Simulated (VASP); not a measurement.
Set up this calculation in VASP 6.6.1, as the native input.

* Task: single point
* Functional: PBE
* Potentials or basis: VASP PAW PBE potentials, release 64 (Mg, N, O)
* Cutoff: 520 eV
* k mesh: 2 × 2 × 1
* Occupations: fermi-dirac, width 0.05 eV
* Spin: no spin polarisation
* Dipole correction: no
* Further INCAR settings: ALGO = Normal; EDIFF = 1e-06; NBANDS = 30

The structure of Mg12NO lies in POSCAR:

```
Mg12NO
1.0
    6.4200000000      0.0000000000      0.0000000000
    3.2100000000      5.5598830000      0.0000000000
    0.0000000000      0.0000000000     18.2130400000
Mg N O
12 1 1
Direct
    0.0000000000      0.0000000000      0.0549057159
    0.5000000000      0.0000000000      0.0549057159
    0.0000037321      0.4999925358      0.0549057159
    0.5000037321      0.4999925358      0.0549057159
   -0.2359302250      0.4222031291      0.1871406421
    0.2675949114      0.4316637598      0.2012623922
   -0.2622201928      0.9245338436      0.1970071992
    0.2371405002      0.9862797473      0.2133251780
   -0.0360969385      0.0064929424      0.3445223862
    0.4142510790      0.0050180912      0.3660893514
   -0.0829939887      0.5725300335      0.3317787695
    0.4618578730      0.5454431325      0.3408711561
    0.5417205091      0.2398611625      0.4315095119
    0.5296041338      0.2490160315      0.4984835041
```

One way to write it, as run:

INCAR

```
SYSTEM = Mg12NO
ALGO = Normal
EDIFF = 1E-6
ENCUT = 520
GGA = PE
ISIF = 2
ISMEAR = -1
LASPH = .TRUE.
LCHARG = .FALSE.
LREAL = .FALSE.
LWAVE = .FALSE.
NBANDS = 30
NELM = 60
PREC = Accurate
SIGMA = 0.05
```

KPOINTS

```
k-points
0
G
  2 2 1
  0 0 0
```

Potentials or basis: VASP PAW PBE potentials, release 64 (Mg, N, O).

Run with:

```console
$ cat potpaw_PBE.64/Mg/POTCAR potpaw_PBE.64/N/POTCAR potpaw_PBE.64/O/POTCAR > POTCAR
$ mpirun -np 1 vasp_std > vasp.out
```

It gave:

* Largest force: 1.483 eV/Å

Caveat: the k points lie up to 0.57 Å⁻¹ apart; the standard files for N, O and F lose accuracy on very short bonds; an odd number of electrons without spin polarisation forces a metal; a magnetic or distorted state may lie lower.

It took 5 min on 1 thread of Intel(R) Xeon(R) Platinum 8375C CPU @ 2.90GHz (Ice Lake), on a shared host, peak memory 0.69 GiB.
